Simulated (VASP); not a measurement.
## MgH2N2: single point with r2SCAN

The system is MgH2N2.

```
CELL_PARAMETERS angstrom
3.15791 0.00000 0.00000
-1.57896 2.73483 0.00000
0.00000 0.00000 4.79405
ATOMIC_POSITIONS crystal
Mg 0.00000 0.00000 0.00000
N 0.33330 0.66670 0.78130
N 0.66670 0.33330 0.21870
H 0.36160 0.63840 0.58390
H 0.63840 0.36160 0.41610
```

```
Program                : VASP 6.6.1
Task                   : single point
Functional             : r2SCAN
Potentials or basis    : VASP PAW PBE potentials, release 64 (Mg, N, H)
Cutoff                 : 770 eV
k mesh                 : 7 × 7 × 4, shifted
Occupations            : fermi-dirac, width 0.0667 eV
Spin                   : no spin polarisation
Dipole correction      : no
Further INCAR settings : ALGO = Normal; EDIFF = 1e-06; NBANDS = 15; ISYM = -1
```

```json
{"Pressure": "14.5 GPa", "Largest force": "3.262 eV/Å", "Band gap on the k mesh": "zero (bands 7 and 8 overlap by 1.43 eV)"}
```

Forces in eV/Å, atoms in the order of the input:
```
Mg   0.000  0.000  0.000
N   -0.406  0.235  2.146
N    0.406 -0.235 -2.146
H    0.218 -0.126 -3.252
H   -0.218  0.126  3.252
```

Stress tensor (GPa, compression positive):
```
 3.14 -0.06 -3.50
-0.06  3.07  2.02
-3.50  2.02 37.41
```

Levels at points of the mesh, in eV from the Fermi level:
```csv
k point,band 4,band 5,band 6,band 7,band 8,band 9,band 10,band 11
"(0.07, 0.07, 0.12)",-2.48,-0.35,-0.15,0.46,0.92,7.43,9.54,13.25
```

Wall time 11 min on 1 thread of Intel Xeon 8259CL, with other jobs on the host, peak memory 0.29 GiB.

Caveat: the stress differs along the axes, from 3 to 37 GPa; the PAW data sets were made with another functional, which shifts forces and pressure a little.
